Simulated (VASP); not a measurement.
Here is a VASP 6.6.1 calculation.

The input INCAR:

```
SYSTEM = CaSe
PREC = Accurate ; ENCUT = 520
EDIFF = 1E-7 ; ISMEAR = 0
SIGMA = 0.05 ; LREAL = .FALSE.
LASPH = .TRUE. ; NELM = 100
ALGO = Normal ; ISIF = 2
LWAVE = .FALSE. ; LCHARG = .TRUE.
GGA = PS ; LELF = .TRUE.
LVHAR = .TRUE. ; NBANDS = 15
```

KPOINTS

```
regular mesh
0
G
  10 10 10
  0 0 0
```

The input POSCAR:

```
CaSe
1.0
    0.0000000000      3.4124527302      2.2180942746
    3.4124527302      0.0000000000      2.2180942746
    3.4124527302      3.4124527302      0.0000000000
Ca Se
1 1
Direct
    0.0000000000      0.0000000000      0.0000000000
    0.5000000000      0.5000000000      0.5000000000
```

Potentials or basis: VASP PAW PBE potentials, release 64 (Ca_sv, Se).

Launch:

```sh
$ cat potpaw_PBE.64/Ca_sv/POTCAR potpaw_PBE.64/Se/POTCAR > POTCAR
$ mpirun -np 1 vasp_std > vasp.out
```

Problem. Predict the pressure.

Solution. 31.8 GPa.

Problem. What does it give for the band gap on the k mesh?

Solution. Zero (bands 8 and 9 overlap by 0.14 eV).

Stress tensor (GPa, compression positive):
```
 -6.40   0.00   0.00
  0.00  -6.40   0.00
  0.00   0.00 108.26
```

Caveat: the cell stands under pressure; semilocal functionals underestimate gaps, so a narrow gap can read as zero; the PAW data sets were made with another functional, which shifts forces and pressure a little.
